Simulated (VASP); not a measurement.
# Si16C (a cell with a defect) in VASP: single point with PBE+D3(BJ)

Aim: the single point of Si16C (a cell with a defect) with PBE+D3(BJ).

Everything below comes from runs of VASP 6.6.1. Logs are shortened: lines on timing, memory, paths and dates and some standing lists are left out, and cuts for length are marked.

## Step 1: The cell of the first run

The cell holds a defect, 17 atoms: a = 7.679 Å, b = 7.679 Å, c = 7.679 Å, α = 60.00°, β = 60.00°, γ = 60.00°.

## Step 2: Single point, PBE+D3(BJ), collinear spin, ferromagnetic start

INCAR

```
ALGO = Normal ; EDIFF = 1E-6
ENCUT = 520 ; GGA = PE
ISIF = 2 ; ISMEAR = 0
ISPIN = 2 ; IVDW = 12
LASPH = T ; LCHARG = F
LORBIT = 11 ; LREAL = Auto
LWAVE = F ; MAGMOM = 0 0 0 0 0 0 0 0 0 0 0 0 0 0 0 0 1
NBANDS = 52 ; NELM = 150
PREC = Accurate ; SIGMA = 0.05
```

KPOINTS

```
k-points
0
Gamma
  2 2 2
```

POSCAR

```
Si16C
1.0
    0.0000000000      5.4300000000      5.4300000000
    5.4300000000      0.0000000000      5.4300000000
    5.4300000000      5.4300000000      0.0000000000
Si C
16 1
Direct
   -0.0137632804      0.0139892051      0.0139889086
    0.1161799532      0.1481985499      0.1224488345
   -0.0194457358      0.0206008528      0.4957204258
    0.1440835231      0.0649797703      0.6472945375
   -0.0215981005      0.5213239901      0.0120761687
    0.1210900072      0.6396027406      0.1187588750
    0.0569170682      0.4213683448      0.4655981150
    0.0771291000      0.6534052050      0.6440042983
    0.4896745433      0.0157748223      0.0054092486
    0.6136229068      0.1482710770      0.1224566468
    0.5035619843      0.0206608208      0.4957341433
    0.6066920285      0.1561745913      0.6309613067
    0.4887458700      0.5214019195      0.0119650495
    0.6049412428      0.6417879456      0.1488288950
    0.4731018055      0.5308392285      0.5234530091
    0.6259430714      0.6534895367      0.6438870407
    0.8945549224      0.5615276697      0.6498245769
```

Potentials or basis: VASP PAW PBE potentials, release 64 (Si, C).

Launch:

```console
cat potpaw_PBE.64/Si/POTCAR potpaw_PBE.64/C/POTCAR > POTCAR
mpirun -np 1 vasp_std > vasp.out
```

OUTCAR:

```text
EDIFF = 1E-6
   ENCUT = 520
   GGA = PE
   ISIF = 2
   ISMEAR = 0
   ISPIN = 2
   IVDW = 12
   LASPH = T
   LORBIT = 11
   LREAL = Auto
   NELM = 150
   PREC = Accurate
 IVDW          = 12

 ion  position               nearest neighbor table
   1  0.986  0.014  0.014-   2 2.34  10 2.34   4 2.35   6 2.35
   2  0.116  0.148  0.122-   1 2.34   5 2.34   9 2.34   3 2.34
   3  0.981  0.021  0.496-   4 2.31   8 2.31   2 2.34  12 2.35
   4  0.144  0.065  0.647-   7 2.27   3 2.31  11 2.31   1 2.35
   5  0.978  0.521  0.012-   6 2.31   8 2.31   2 2.34  14 2.34
   6  0.121  0.640  0.119-   7 2.28   5 2.31  13 2.31   1 2.35
   7  0.057  0.421  0.466-  17 1.77   4 2.27   6 2.28   8 2.83  16 2.83
   8  0.077  0.653  0.644-  17 1.83   3 2.31   5 2.31  15 2.49   7 2.83
   9  0.490  0.016  0.005-  10 2.34   2 2.34  14 2.35  12 2.35
  10  0.614  0.148  0.122-   1 2.34  13 2.34   9 2.34  11 2.34
  11  0.504  0.021  0.496-   4 2.31  16 2.31  10 2.34  12 2.35
  12  0.607  0.156  0.631-   3 2.35  11 2.35   9 2.35  15 2.35
  13  0.489  0.521  0.012-   6 2.31  16 2.31  10 2.34  14 2.34
  14  0.605  0.642  0.149-  13 2.34   5 2.34   9 2.35  15 2.35
  15  0.473  0.531  0.523-  14 2.35  12 2.35  16 2.49   8 2.49
  16  0.626  0.653  0.644-  17 1.83  11 2.31  13 2.31  15 2.49   7 2.83
  17  0.895  0.562  0.650-   7 1.77   8 1.83  16 1.83

  LATTYP: Found a face centered cubic cell.
 ALAT       =    10.8600000000

  Lattice vectors:

 A1 = (   0.0000000000,   5.4300000000,   5.4300000000)
 A2 = (   5.4300000000,   0.0000000000,   5.4300000000)
 A3 = (   5.4300000000,   5.4300000000,   0.0000000000)

Analysis of symmetry for initial positions (statically):
=====================================================================
 Subroutine PRICEL returns:
 Original cell was already a primitive cell.

 Routine SETGRP: Setting up the symmetry group for a
 face centered cubic supercell.

 Subroutine GETGRP returns: Found  1 space group operations
 (whereof  1 operations were pure point group operations)
 out of a pool of 48 trial point group operations.

The static configuration has the point symmetry C_1 .

Analysis of symmetry for dynamics (positions and initial velocities):
=====================================================================
 Subroutine PRICEL returns:
 Original cell was already a primitive cell.

 Routine SETGRP: Setting up the symmetry group for a
 face centered cubic supercell.

 Subroutine GETGRP returns: Found  1 space group operations
 (whereof  1 operations were pure point group operations)
 out of a pool of 48 trial point group operations.

The dynamic configuration has the point symmetry C_1 .

Analysis of structural, dynamic, and magnetic symmetry:
=====================================================================
 Subroutine PRICEL returns:
 Original cell was already a primitive cell.

 Routine SETGRP: Setting up the symmetry group for a
 face centered cubic supercell.

 Subroutine GETGRP returns: Found  1 space group operations
 (whereof  1 operations were pure point group operations)
 out of a pool of 48 trial point group operations.

The overall configuration has the point symmetry C_1 .

 Subroutine INISYM returns: Found  1 space group operations
 (whereof  1 operations are pure point group operations),
 and found     1 'primitive' translations

----------------------------------------------------------------------------------------

                                     Primitive cell

  volume of cell :     320.2060

  direct lattice vectors                    reciprocal lattice vectors
     0.000000000  5.430000000  5.430000000    -0.092081031  0.092081031  0.092081031
     5.430000000  0.000000000  5.430000000     0.092081031 -0.092081031  0.092081031
     5.430000000  5.430000000  0.000000000     0.092081031  0.092081031 -0.092081031

  length of vectors
     7.679179644  7.679179644  7.679179644     0.159489025  0.159489025  0.159489025

  position of ions in fractional coordinates (direct lattice)
     0.986236720  0.013989205  0.013988909
     0.116179953  0.148198550  0.122448834
     0.980554264  0.020600853  0.495720426
     0.144083523  0.064979770  0.647294538
     0.978401899  0.521323990  0.012076169
     0.121090007  0.639602741  0.118758875
[... 9 lines left out ...]
     0.625943071  0.653489537  0.643887041
     0.894554922  0.561527670  0.649824577

  ion indices of the primitive-cell ions
   primitive index   ion index
                 1           1
[... 62 lines left out ...]
   PREC   = accura    normal or accurate (medium, high low for compatibility)
   ISTART =      0    job   : 0-new  1-cont  2-samecut
   ICHARG =      2    charge: 1-file 2-atom 10-const
   ISPIN  =      2    spin polarized calculation?
   LNONCOLLINEAR =      F non collinear calculations
   LSORBIT =      F    spin-orbit coupling
   LASPH  =      T    aspherical Exc in radial PAW
   ENCUT  =  520.0 eV  38.22 Ry    6.18 a.u.  14.28 14.28 14.28*2*pi/ulx,y,z
   NELM   =    150;   NELMIN=  2; NELMDL= -5     # of ELM steps
   EDIFF  = 0.1E-05   stopping-criterion for ELM
   LREAL  =      T    real-space projection
   EDIFFG = 0.1E-04   stopping-criterion for IOM
   NSW    =      0    number of steps for IOM
   IBRION =     -1    ionic relax: 0-MD 1-quasi-New 2-CG
   NFREE  =      0    steps in history (QN), initial steepest desc. (CG)
   ISIF   =      2    stress and relaxation
   ISYM   =      2    0-nonsym 1-usesym 2-fastsym
   POTIM  = 0.5000    time-step for ionic-motion
   TEBEG  =    0.0;   TEEND  =   0.0 temperature during run
   PSTRESS=    0.0 pullay stress
   NELECT =      68.0000    total number of electrons
   NUPDOWN=      -1.0000    fix difference up-down
   EMIN   =  10.00;   EMAX   =-10.00  energy-range for DOS
   EFERMI =   0.00;   METHOD = LEGACY
   ISMEAR =     0;   SIGMA  =   0.05  broadening in eV -4-tet -1-fermi 0-gaus
   EFERMI_NEDOS =   21; number of points for ismear=-14 and -15
   IALGO  =     38    algorithm
   IMIX   =      4    mixing-type and parameters
     AMIX     =   0.40;   BMIX     =  1.00
     AMIX_MAG =   1.60;   BMIX_MAG =  1.00
  volume/ion in A,a.u.               =      18.84       127.11
  Fermi-wavevector in a.u.,A,eV,Ry     =   0.976715  1.845724 12.979587  0.953973
  Thomas-Fermi vector in A             =   2.107356
   LORBIT       =     11    0 simple, 1 ext, 2 COOP (PROOUT), +10 PAW based schemes
   GGA     = PE    functional components
   LHFCALC =     F    Hartree Fock is set to
   AEXX    =    0.0000 exact exchange contribution
   IVDW    =    12    specifies the selected vdW correction
   LEPSILON=     F    determine dielectric tensor
   LRPA    =     F    only Hartree local field effects (RPA)
 spin polarized calculation
 Gauss-broadening in eV      SIGMA  =   0.05
  energy-cutoff  :      520.00
  volume of cell :      320.21
 maximum number of plane-waves:      8646
 NGX is ok and might be reduce to    60
   NGX = 29   NGY = 29   NGZ = 29

 number of electron      67.9999999 magnetization       0.0000216

 number of electron      67.9999999 magnetization      -0.0000605

 Free energy of the ion-electron system (eV)
  ---------------------------------------------------
  ext. energy  EPLUGINS =         0.00000000
  ---------------------------------------------------
  free energy    TOTEN  =       -91.10963777 eV

  energy without entropy =      -91.10624767  energy(sigma->0) =      -91.10794272

 E-fermi :   6.3299     XC(G=0):  -9.5576

 val. band max:        6.2870654431   @ k =   0.0000   0.5000   0.0000
 cond. band min:       6.3727658571   @ k =   0.0000   0.0000   0.0000
 fundamental gap:      0.0857004140
 Fermi energy:         6.3299358970

 spin component 1

 k-point     1 :       0.0000    0.0000    0.0000
  band No.  band energies     occupation
      1      -7.0548      1.00000
      2      -5.3208      1.00000
      3      -3.8567      1.00000
      4      -3.8196      1.00000
      5      -3.7268      1.00000
      6      -2.9338      1.00000
[... 381 lines left out ...]
     45      10.1278      0.00000
     46      10.2107      0.00000
 Fermi energy:         6.3299358970

 spin component 2

 k-point     1 :       0.0000    0.0000    0.0000
  band No.  band energies     occupation
      1      -7.0549      1.00000
      2      -5.3208      1.00000
      3      -3.8567      1.00000
      4      -3.8196      1.00000
      5      -3.7268      1.00000
      6      -2.9338      1.00000
[... 381 lines left out ...]
     45      10.1278      0.00000
     46      10.2107      0.00000
 [bands above 46 left out]

------------------------ aborting loop because EDIFF is reached ----------------------------------------

 Edisp (eV)   -5.32910

 E8    (eV) :    -2.1876

  FORCE on cell =-STRESS in cart. coord.  units (eV):
  Direction    XX          YY          ZZ          XY          YZ          ZX
  --------------------------------------------------------------------------------------
  -------------------------------------------------------------------------------------
  Total       8.50184     0.51056     0.50961    -0.21376    -2.02156     0.21256
  in kB      42.53968     2.55464     2.54990    -1.06957   -10.11506     1.06357
  external pressure =       15.88 kB  Pullay stress =        0.00 kB

 VOLUME and BASIS-vectors are now :
 -----------------------------------------------------------------------------
  energy-cutoff  :      520.00
  volume of cell :      320.21
      direct lattice vectors                 reciprocal lattice vectors
     0.000000000  5.430000000  5.430000000    -0.092081031  0.092081031  0.092081031
     5.430000000  0.000000000  5.430000000     0.092081031 -0.092081031  0.092081031
     5.430000000  5.430000000  0.000000000     0.092081031  0.092081031 -0.092081031

 POSITION                                       TOTAL-FORCE (eV/Angst)
 -----------------------------------------------------------------------------------
      0.15192      5.43123      5.43123         0.005827     -0.001568      0.002617
      1.46962      1.29575      1.43558         0.003706      0.001806     -0.001346
      2.80362      8.01617      5.43627        -0.001511      0.000995      0.003117
      3.86765      4.29718      1.13521        -0.012944     -0.005350      0.005273
      2.89636      5.37830      8.14351         0.000747     -0.001546      0.000171
      4.11790      1.30238      4.13056        -0.009917      0.004675     -0.006195
[... 9 lines left out ...]
      7.04475      6.89518      6.94732         0.006154     -0.002651      0.001397
      6.57764      8.38598      7.90653        -0.001033      0.006100     -0.004657
 -----------------------------------------------------------------------------------
    total drift:                                0.004181      0.004535     -0.004242

  FREE ENERGIE OF THE ION-ELECTRON SYSTEM (eV)
  ---------------------------------------------------
  free  energy   TOTEN  =       -96.4387419527 eV

  energy  without entropy=      -96.4353518592  energy(sigma->0) =      -96.43704691

 total charge

# of ion       s       p       d       tot
------------------------------------------
    1        0.741   0.947   0.000   1.688
    2        0.741   0.958   0.000   1.699
    3        0.748   0.959   0.000   1.708
    4        0.752   0.973   0.000   1.725
    5        0.753   0.953   0.000   1.706
    6        0.754   0.974   0.000   1.727
[... 9 lines left out ...]
   16        0.748   0.923   0.000   1.671
   17        0.884   1.603   0.000   2.487
--------------------------------------------------
tot         12.871  16.780   0.000  29.651

 magnetization (x)

# of ion       s       p       d       tot
------------------------------------------
    1       -0.000  -0.000   0.000  -0.000
    2       -0.000  -0.000   0.000  -0.000
    3       -0.000   0.000   0.000   0.000
    4        0.000   0.000   0.000   0.000
    5       -0.000   0.000   0.000   0.000
    6       -0.000   0.000   0.000   0.000
[... 9 lines left out ...]
   16       -0.000  -0.000   0.000  -0.000
   17       -0.000   0.000   0.000  -0.000
--------------------------------------------------
tot         -0.000  -0.000   0.000  -0.000
```

Wall time 6.7 min (1 thread of Intel Xeon Platinum 8488C (Sapphire Rapids), shared host); peak memory 0.7 GiB.

Results:

```
Free energy                                           : -96.4387 eV
Pressure                                              : 1.6 GPa
Largest force                                         : 0.015 eV/Å
Band gap on the k mesh                                : zero (filled and empty bands overlap)
Net moment                                            : 0.00 μB per cell
Valence electrons inside the program's atomic spheres : Si 1.69, 1.70, 1.71, 1.73, 1.72, 1.67, 1.65; C 2.49
Dispersion energy per atom                            : -0.313 eV
```

Forces in eV/Å, atoms in the order of the input:
```
Si   0.006 -0.002  0.003
Si   0.004  0.002 -0.001
Si  -0.002  0.001  0.003
Si  -0.013 -0.005  0.005
Si   0.001 -0.002  0.000
Si  -0.010  0.005 -0.006
Si   0.004  0.005 -0.008
Si   0.007 -0.002  0.006
Si   0.001 -0.001  0.001
Si   0.002  0.002 -0.002
Si  -0.001 -0.004  0.001
Si  -0.004  0.004 -0.004
Si   0.000  0.000 -0.001
Si  -0.003 -0.002  0.004
Si   0.002 -0.004  0.002
Si   0.006 -0.003  0.001
C   -0.001  0.006 -0.005
```

Stress tensor (GPa, compression positive):
```
 4.25 -0.11  0.11
-0.11  0.26 -1.01
 0.11 -1.01  0.25
```

Levels at points of the mesh, in eV from the Fermi level:
Spin up:
| k point | band 30 | band 31 | band 32 | band 33 | band 34 | band 35 | band 36 | band 37 | band 38 | band 39 |
| --- | --- | --- | --- | --- | --- | --- | --- | --- | --- | --- |
| (0.00, 0.00, 0.00) | -1.39 | -1.21 | -0.79 | -0.48 | -0.45 | -0.39 | 0.04 | 0.32 | 0.53 | 0.67 |
| (0.50, 0.00, 0.00) | -1.57 | -1.38 | -1.27 | -0.99 | -0.20 | 0.70 | 0.71 | 1.07 | 1.14 | 1.22 |
| (0.00, 0.50, 0.00) | -1.71 | -1.27 | -1.27 | -0.96 | -0.04 | 0.53 | 0.69 | 0.96 | 1.13 | 1.21 |
| (0.00, 0.00, 0.50) | -1.73 | -1.21 | -1.18 | -1.09 | -0.12 | 0.61 | 0.73 | 1.03 | 1.07 | 1.28 |
| (0.50, 0.50, 0.50) | -1.57 | -1.38 | -1.27 | -0.99 | -0.20 | 0.70 | 0.71 | 1.07 | 1.14 | 1.22 |
| (0.50, 0.50, 0.00) | -1.86 | -1.80 | -1.68 | -0.99 | -0.84 | 0.85 | 1.14 | 1.40 | 1.92 | 2.08 |
| (0.00, 0.50, 0.50) | -1.81 | -1.79 | -1.72 | -1.10 | 0.31 | 0.51 | 1.00 | 1.45 | 1.78 | 1.79 |
| (0.50, 0.00, 0.50) | -1.86 | -1.80 | -1.68 | -0.99 | -0.84 | 0.85 | 1.14 | 1.40 | 1.92 | 2.08 |
Spin down:
```tsv
k point	band 32	band 33	band 34	band 35	band 36	band 37
(0.00, 0.00, 0.00)	-0.79	-0.48	-0.45	-0.39	0.04	0.32
(0.50, 0.00, 0.00)	-1.27	-0.99	-0.20	0.70	0.71	1.07
(0.00, 0.50, 0.00)	-1.27	-0.96	-0.04	0.53	0.69	0.96
(0.00, 0.00, 0.50)	-1.18	-1.09	-0.12	0.61	0.73	1.03
(0.50, 0.50, 0.50)	-1.27	-0.99	-0.20	0.70	0.71	1.07
(0.50, 0.50, 0.00)	-1.68	-0.99	-0.84	0.85	1.14	1.40
(0.00, 0.50, 0.50)	-1.72	-1.10	0.31	0.51	1.00	1.45
(0.50, 0.00, 0.50)	-1.68	-0.99	-0.84	0.85	1.14	1.40
```

Caveat: the k points lie up to 0.50 Å⁻¹ apart.
